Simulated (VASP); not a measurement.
Hg: single point with PBE

The system is Hg.

```
Hg
1.0
     3.56816    0.00000    0.00000
    -1.78408    3.09012    0.00000
     0.00000    0.00000    5.72590
Hg
2
Direct
  0.33333 0.66667 0.25000
  0.66667 0.33333 0.75000
```

```json
{
  "Program": "VASP 6.6.1",
  "Task": "single point",
  "Functional": "PBE",
  "Potentials or basis": "VASP PAW PBE potentials, release 64 (Hg)",
  "Cutoff": "520 eV",
  "k mesh": "7 × 7 × 4",
  "Occupations": "fermi-dirac, width 0.05 eV",
  "Spin": "no spin polarisation",
  "Dipole correction": "no",
  "Further INCAR settings": "ALGO = Normal; EDIFF = 1e-06; NBANDS = 19"
}
```

```
Pressure               : 0.0 GPa
Band gap on the k mesh : 0.33 eV, indirect (least direct gap 1.52 eV)
```

Levels at points of the mesh, in eV from the valence-band top:
```tsv
k point	band 9	band 10	band 11	band 12	band 13	band 14	band 15	band 16
(0.00, 0.00, 0.00)	-5.31	-4.92	-4.92	-1.19	0.33	10.78	10.78	12.72
(0.00, 0.00, 0.50)	-5.04	-5.04	-4.71	-4.71	6.35	6.35	11.70	11.70
```

It took 27 s on 1 thread of AMD EPYC 7R13 Processor (Zen 3), with other jobs on the host, peak memory 0.16 GiB.

Caveat: spin-orbit coupling is left out, which moves the levels of the heavy elements. A k mesh can miss the band edges.
